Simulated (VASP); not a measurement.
A run of VASP 6.6.1 is set up as follows.

Contents of INCAR:

```
SYSTEM = Li
PREC     = Accurate       ! precision mode
ENCUT    = 520            ! plane-wave cutoff, eV
EDIFF    = 1E-7           ! SCF threshold, eV
ISMEAR   = -1             ! smearing method
SIGMA    = 0.05           ! smearing width, eV
LREAL    = .FALSE.        ! projectors in reciprocal space
LASPH    = .TRUE.         ! aspherical terms in the spheres
NELM     = 60             ! most SCF steps
ALGO     = Normal         ! electronic algorithm
ISIF     = 2              ! what is computed and relaxed
LWAVE    = .FALSE.        ! write WAVECAR
LCHARG   = .TRUE.         ! write CHGCAR
GGA      = PS             ! functional
LELF     = .TRUE.         ! ELF
LVHAR    = .TRUE.       
NBANDS   = 10             ! bands
```

KPOINTS

```
Automatic mesh
0
G
  3 3 2
  0 0 0
```

The input POSCAR:

```
Li
1.0
    3.1110000000      0.0000000000      0.0000000000
   -1.5555000000      2.6942050300      0.0000000000
    0.0000000000      0.0000000000      5.0930000000
Li
2
Direct
    0.3333333333      0.6666666667      0.2500000000
    0.6666666667      0.3333333333      0.7500000000
```

Potentials or basis: VASP PAW PBE potentials, release 64 (Li_sv).

Run with:

```console
$ cat potpaw_PBE.64/Li_sv/POTCAR > POTCAR
$ mpirun -np 1 vasp_std > vasp.out
```

Task: What does it give for the band gap on the k mesh?

Result: Zero (band 3 reaches 2.59 eV, above the bottom of band 4 at -1.91 eV).

Caveat: the k points lie up to 0.78 Å⁻¹ apart.
